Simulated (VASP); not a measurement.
# KF (Carobbiite) (Fm-3m) in VASP: further runs

KF (Carobbiite) is run at these levels: PBE-based screened hybrid; tasks: single point.

All numbers are computed with VASP 6.6.1; they aren't measurements. Logs are shortened: lines on timing, memory, paths and dates and some standing lists are left out, and cuts for length are marked.

## 1. The cell of the first run

The structure is cubic, space group Fm-3m (No. 225). The conventional cell has a = 5.318 Å, b = 5.318 Å, c = 5.318 Å, α = 90.00°, β = 90.00°, γ = 90.00°. K (site symmetry m-3m) has 6 F at 2.66 Å within 3.5 Å. Within 3.5 Å of F (site symmetry m-3m) lie 6 K at 2.66 Å.

## 2. Single point, PBE-based screened hybrid

The input, POSCAR:

```
KF
1.0
    0.0000000000      2.6589566634      2.6589566634
    2.6589566634      0.0000000000      2.6589566634
    2.6589566634      2.6589566634      0.0000000000
K F
1 1
Direct
    0.0000000000      0.0000000000      0.0000000000
    0.5000000000      0.5000000000      0.5000000000
```

The input, INCAR.step1:

```
ALGO = Normal ; EDIFF = 1E-5
ENCUT = 520 ; GGA = PE
ISIF = 2 ; ISMEAR = 0
LASPH = T ; LCHARG = F
LREAL = F ; LWAVE = T
NBANDS = 15 ; NELM = 60
PREC = Accurate ; SIGMA = 0.01
```

The input, INCAR.step2:

```
AEXX = 0.05 ; ALGO = Normal
EDIFF = 1E-6 ; ENCUT = 520
GGA = PE ; HFSCREEN = 0.3
ISIF = 2 ; ISMEAR = 0
ISTART = 1 ; LASPH = T
LCHARG = F ; LHFCALC = T
LREAL = F ; LWAVE = F
NBANDS = 15 ; NELM = 60
PREC = Accurate ; PRECFOCK = Normal
SIGMA = 0.01
```

The input, KPOINTS:

```
k-points
0
Gamma
  4 4 4
```

Potentials or basis: VASP PAW PBE potentials, release 64 (K_sv, F).

Run with:

```
cat potpaw_PBE.64/K_sv/POTCAR potpaw_PBE.64/F/POTCAR > POTCAR
cp INCAR.step1 INCAR
mpirun -np 1 vasp_std > vasp.out
cp INCAR.step2 INCAR
mpirun -np 1 vasp_std > vasp.out
```

OUTCAR:

```text
AEXX = 0.05
   EDIFF = 1E-6
   ENCUT = 520
   GGA = PE
   HFSCREEN = 0.3
   ISIF = 2
   ISMEAR = 0
   ISTART = 1
   LASPH = T
   LHFCALC = T
   LREAL = F
   NELM = 60
   PREC = Accurate
   PRECFOCK = Normal

 ion  position               nearest neighbor table
   1  0.000  0.000  0.000-   2 2.66   2 2.66   2 2.66   2 2.66   2 2.66   2 2.66
   2  0.500  0.500  0.500-   1 2.66   1 2.66   1 2.66   1 2.66   1 2.66   1 2.66

  LATTYP: Found a face centered cubic cell.
 ALAT       =     5.3179133268

  Lattice vectors:

 A1 = (   0.0000000000,   2.6589566634,   2.6589566634)
 A2 = (   2.6589566634,   0.0000000000,   2.6589566634)
 A3 = (   2.6589566634,   2.6589566634,   0.0000000000)

Analysis of symmetry for initial positions (statically):
=====================================================================
 Subroutine PRICEL returns:
 Original cell was already a primitive cell.

 Routine SETGRP: Setting up the symmetry group for a
 face centered cubic supercell.

 Subroutine GETGRP returns: Found 48 space group operations
[... 9 lines left out ...]

 Routine SETGRP: Setting up the symmetry group for a
 face centered cubic supercell.

 Subroutine GETGRP returns: Found 48 space group operations
[... 11 lines left out ...]
                                     Primitive cell

  volume of cell :      37.5979

  direct lattice vectors                    reciprocal lattice vectors
     0.000000000  2.658956663  2.658956663    -0.188043682  0.188043682  0.188043682
     2.658956663  0.000000000  2.658956663     0.188043682 -0.188043682  0.188043682
     2.658956663  2.658956663  0.000000000     0.188043682  0.188043682 -0.188043682

  length of vectors
     3.760332575  3.760332575  3.760332575     0.325701210  0.325701210  0.325701210

  position of ions in fractional coordinates (direct lattice)
     0.000000000  0.000000000  0.000000000
     0.500000000  0.500000000  0.500000000

  ion indices of the primitive-cell ions
   primitive index   ion index
                 1           1
                 2           2

----------------------------------------------------------------------------------------

 KPOINTS: k-points

Automatic generation of k-mesh.
 Grid dimensions read from file:
 generate k-points for:    4    4    4

 Generating k-lattice:

  Cartesian coordinates                     Fractional coordinates (reciprocal lattice)
    -0.047010920  0.047010920  0.047010920     0.250000000  0.000000000  0.000000000
     0.047010920 -0.047010920  0.047010920     0.000000000  0.250000000  0.000000000
     0.047010920  0.047010920 -0.047010920     0.000000000  0.000000000  0.250000000

  Length of vectors
     0.081425303  0.081425303  0.081425303

  Shift w.r.t. Gamma in fractional coordinates (k-lattice)
     0.000000000  0.000000000  0.000000000

 Subroutine IBZKPT returns following result:
 ===========================================

 Found      8 irreducible k-points:

 Following reciprocal coordinates:
            Coordinates               Weight
  0.000000  0.000000  0.000000      1.000000
  0.250000  0.000000  0.000000      8.000000
  0.500000  0.000000  0.000000      4.000000
  0.250000  0.250000  0.000000      6.000000
  0.500000  0.250000  0.000000     24.000000
 -0.250000  0.250000  0.000000     12.000000
  0.500000  0.500000  0.000000      3.000000
 -0.250000  0.500000  0.250000      6.000000
   k-points           NKPTS =      8   k-points in BZ     NKDIM =     64   number of bands    NBANDS=     15
   number of dos      NEDOS =    301   number of ions     NIONS =      2
   total plane-waves  NPLWV =  21952
   dimension x,y,z NGX =    28 NGY =   28 NGZ =   28
   dimension x,y,z NGXF=    56 NGYF=   56 NGZF=   56
   ions per type =               1   1
   NGX,Y,Z   is equivalent  to a cutoff of  12.38, 12.38, 12.38 a.u.
   NGXF,Y,Z  is equivalent  to a cutoff of  24.76, 24.76, 24.76 a.u.
 SYSTEM =  unknown system
   PREC   = accura    normal or accurate (medium, high low for compatibility)
   ISTART =      1    job   : 0-new  1-cont  2-samecut
   ICHARG =      0    charge: 1-file 2-atom 10-const
   ISPIN  =      1    spin polarized calculation?
   LNONCOLLINEAR =      F non collinear calculations
   LSORBIT =      F    spin-orbit coupling
   LASPH  =      T    aspherical Exc in radial PAW
   ENCUT  =  520.0 eV  38.22 Ry    6.18 a.u.   6.99  6.99  6.99*2*pi/ulx,y,z
   NELM   =     60;   NELMIN=  2; NELMDL=  0     # of ELM steps
   EDIFF  = 0.1E-05   stopping-criterion for ELM
   LREAL  =      F    real-space projection
   EDIFFG = 0.1E-04   stopping-criterion for IOM
   NSW    =      0    number of steps for IOM
   IBRION =     -1    ionic relax: 0-MD 1-quasi-New 2-CG
   NFREE  =      0    steps in history (QN), initial steepest desc. (CG)
   ISIF   =      2    stress and relaxation
   ISYM   =      3    0-nonsym 1-usesym 2-fastsym
   POTIM  = 0.5000    time-step for ionic-motion
   TEBEG  =    0.0;   TEEND  =   0.0 temperature during run
   PSTRESS=    0.0 pullay stress
   NELECT =      16.0000    total number of electrons
   NUPDOWN=      -1.0000    fix difference up-down
   EMIN   =  10.00;   EMAX   =-10.00  energy-range for DOS
   EFERMI =   0.00;   METHOD = LEGACY
   ISMEAR =     0;   SIGMA  =   0.01  broadening in eV -4-tet -1-fermi 0-gaus
   EFERMI_NEDOS =   21; number of points for ismear=-14 and -15
   IALGO  =     38    algorithm
   IMIX   =      1    mixing-type and parameters
     AMIX     =   0.40;   BMIX     =  1.00
     AMIX_MAG =   1.60;   BMIX_MAG =  1.00
  volume/ion in A,a.u.               =      18.80       126.86
  Fermi-wavevector in a.u.,A,eV,Ry     =   1.231384  2.326979 20.630609  1.516307
  Thomas-Fermi vector in A             =   2.366196
   LORBIT       =      0    0 simple, 1 ext, 2 COOP (PROOUT), +10 PAW based schemes
   GGA     = PE    functional components
   LHFCALC =     T    Hartree Fock is set to
   PRECFOCK=normal    Normal, Fast or Accurate (Low or Medium for compatibility)
   ENCUT4O =  -1.0   cutoff for four orbital integrals eV
   NKREDX  =     1    reduce k-point grid by
   NKREDY  =     1    reduce k-point grid by
   NKREDZ  =     1    reduce k-point grid by
   AEXX    =    0.0500 exact exchange contribution
   HFSCREEN=    0.3000 screening length (either q_TF or 0.3 A-1)
   HFSCREENC=   0.3000 screening length for correlation (either q_TF or 0.3 A-1)
   ENCUTFOCK=  -1.0 apply spherical cutoff to Coloumb kernel
   IVDW    =     0    specifies the selected vdW correction
   LEPSILON=     F    determine dielectric tensor
   LRPA    =     F    only Hartree local field effects (RPA)
 non-spin polarized calculation
 Gauss-broadening in eV      SIGMA  =   0.01
  energy-cutoff  :      520.00
  volume of cell :       37.60
 maximum number of plane-waves:      1036
  NGX = 24; NGY = 24; NGZ = 24

 number of electron      16.0000010 magnetization

 Free energy of the ion-electron system (eV)
  ---------------------------------------------------
  ext. energy  EPLUGINS =         0.00000000
  ---------------------------------------------------
  free energy    TOTEN  =        -8.57605279 eV

  energy without entropy =       -8.57605279  energy(sigma->0) =       -8.57605279

 E-fermi :  -2.9888     XC(G=0):  -8.2031

 val. band max:       -3.0453785945   @ k =   0.0000   0.0000   0.0000
 cond. band min:       3.5364642891   @ k =   0.0000   0.0000   0.0000
 fundamental gap:      6.5818428836
 Fermi energy:        -2.9888295610

 k-point     1 :       0.0000    0.0000    0.0000
  band No.  band energies     occupation
      1     -29.4432      2.00000
      2     -22.0151      2.00000
      3     -12.4148      2.00000
      4     -12.4148      2.00000
      5     -12.4148      2.00000
      6      -3.0454      2.00000
      7      -3.0454      2.00000
      8      -3.0454      2.00000
      9       3.5365      0.00000
     10       8.0767      0.00000
     11       8.0767      0.00000
     12       8.0767      0.00000
     13       9.7995      0.00000
     14       9.7995      0.00000
     15      14.3214      0.00000

 k-point     2 :       0.2500    0.0000    0.0000
  band No.  band energies     occupation
      1     -29.3922      2.00000
      2     -22.0628      2.00000
      3     -12.5570      2.00000
      4     -12.4332      2.00000
      5     -12.4332      2.00000
      6      -3.4881      2.00000
      7      -3.2285      2.00000
      8      -3.2285      2.00000
      9       5.0690      0.00000
     10       7.4719      0.00000
     11       8.8286      0.00000
     12       8.8286      0.00000
     13      10.4143      0.00000
     14      10.4143      0.00000
     15      16.1712      0.00000

 k-point     3 :       0.5000    0.0000    0.0000
  band No.  band energies     occupation
      1     -29.3403      2.00000
      2     -22.1112      2.00000
      3     -12.6965      2.00000
      4     -12.4512      2.00000
      5     -12.4512      2.00000
      6      -3.8507      2.00000
      7      -3.4040      2.00000
      8      -3.4040      2.00000
      9       6.4499      0.00000
     10       8.0208      0.00000
     11       9.5249      0.00000
     12       9.5249      0.00000
     13      11.8256      0.00000
     14      11.8256      0.00000
     15      13.7112      0.00000
[... 55 lines left out ...]
 k-point     7 :       0.5000    0.5000    0.0000
  band No.  band energies     occupation
      1     -29.3183      2.00000
      2     -22.0360      2.00000
      3     -13.0019      2.00000
      4     -12.6372      2.00000
      5     -12.6372      2.00000
      6      -3.2471      2.00000
      7      -3.0984      2.00000
      8      -3.0984      2.00000
      9       5.5292      0.00000
     10       7.7400      0.00000
     11       9.2468      0.00000
     12      11.1037      0.00000
     13      11.7432      0.00000
     14      11.7432      0.00000
     15      13.3809      0.00000

 k-point     8 :      -0.2500    0.5000    0.2500
  band No.  band energies     occupation
      1     -29.3152      2.00000
      2     -22.0628      2.00000
      3     -12.8218      2.00000
      4     -12.8218      2.00000
      5     -12.5033      2.00000
      6      -3.4610      2.00000
      7      -3.2028      2.00000
      8      -3.2028      2.00000
      9       7.1085      0.00000
     10       7.1085      0.00000
     11       8.6516      0.00000
     12      10.9110      0.00000
     13      11.7529      0.00000
     14      12.4419      0.00000
     15      13.6601      0.00000

------------------------ aborting loop because EDIFF is reached ----------------------------------------

  FORCE on cell =-STRESS in cart. coord.  units (eV):
  Direction    XX          YY          ZZ          XY          YZ          ZX
  --------------------------------------------------------------------------------------
  -------------------------------------------------------------------------------------
  Total        0.4197552      0.4197552      0.4197552     -0.0000000     -0.0000000      0.0000000
  in kB       17.8872200     17.8872200     17.8872200     -0.0000000     -0.0000000      0.0000000
  external PRESSURE =      17.8872200 kB  Pullay stress =       0.0000000 kB

 VOLUME and BASIS-vectors are now :
 -----------------------------------------------------------------------------
  energy-cutoff  :      520.00
  volume of cell :       37.60
      direct lattice vectors                 reciprocal lattice vectors
     0.000000000  2.658956663  2.658956663    -0.188043682  0.188043682  0.188043682
     2.658956663  0.000000000  2.658956663     0.188043682 -0.188043682  0.188043682
     2.658956663  2.658956663  0.000000000     0.188043682  0.188043682 -0.188043682

 POSITION                                       TOTAL-FORCE (eV/Angst)
 -----------------------------------------------------------------------------------
      0.00000      0.00000      0.00000         0.000000     -0.000000     -0.000000
      2.65896      2.65896      2.65896        -0.000000      0.000000      0.000000
 -----------------------------------------------------------------------------------
    total drift:                                0.000000      0.000000      0.000000

  FREE ENERGIE OF THE ION-ELECTRON SYSTEM (eV)
  ---------------------------------------------------
  free  energy   TOTEN  =        -8.5760527886 eV

  energy  without entropy=       -8.5760527886  energy(sigma->0) =       -8.57605279
```

Run time: 3.1 min. Hardware: 1 thread of Intel Xeon Platinum 8259CL at 2.50GHz (Skylake/Cascade Lake), shared host; peak memory 0.27 GiB.

Results:

| Item | Value |
| --- | --- |
| Free energy | -8.5761 eV |
| Pressure | 1.8 GPa |
| Band gap on the k mesh | 6.58 eV, direct |

Caveat: the k points lie up to 0.51 Å⁻¹ apart; the PAW data sets were made with another functional, which shifts forces and pressure a little.

## 3. Single point, PBE-based screened hybrid

POSCAR is that of step 2.

The input, INCAR.step1:

```
  PREC = Accurate
  ENCUT = 520
  EDIFF = 1E-5
  ISMEAR = 0
  SIGMA = 0.01
  LREAL = F
  LASPH = T
  NELM = 80
  ALGO = Normal
  ISIF = 2
  LWAVE = T
  LCHARG = F
  GGA = PE
  NBANDS = 15
```

The input, INCAR.step2:

```
  PREC = Accurate
  ENCUT = 520
  EDIFF = 1E-7
  ISMEAR = 0
  SIGMA = 0.01
  LREAL = F
  LASPH = T
  NELM = 80
  ALGO = Normal
  ISIF = 2
  LWAVE = F
  LCHARG = F
  GGA = PE
  LHFCALC = T
  AEXX = 0.4
  HFSCREEN = 0.1
  PRECFOCK = Normal
  ISTART = 1
  NBANDS = 15
```

The input, KPOINTS:

```
Automatic mesh
0
Gamma
  4 4 4
```

Potentials or basis: VASP PAW PBE potentials, release 64 (K_sv, F).

Run with:

```
cat potpaw_PBE.64/K_sv/POTCAR potpaw_PBE.64/F/POTCAR > POTCAR
cp INCAR.step1 INCAR
mpirun -np 1 vasp_std > vasp.out
cp INCAR.step2 INCAR
mpirun -np 1 vasp_std > vasp.out
```

Wall time 5.2 min (1 thread of Intel Xeon Platinum 8259CL at 2.50GHz (Skylake/Cascade Lake), shared host); peak memory 0.27 GiB.

It converged, with:

```yaml
Free_energy: -11.4222 eV
Pressure: 0.5 GPa
Band_gap_on_the_k_mesh: 10.11 eV, direct
```

Levels at points of the mesh, in eV from the valence-band top:
```tsv
k point	band 5	band 6	band 7	band 8	band 9	band 10	band 11	band 12
(0.00, 0.00, 0.00)	-9.54	0.00	0.00	0.00	10.11	15.13	15.13	15.13
(0.50, 0.00, 0.00)	-9.57	-0.80	-0.37	-0.37	13.22	14.67	16.79	16.79
(0.50, 0.50, 0.00)	-9.78	-0.18	-0.05	-0.05	12.26	14.79	15.97	18.61
```

Caveat: the k points lie up to 0.51 Å⁻¹ apart; the PAW data sets were made with another functional, which shifts forces and pressure a little.
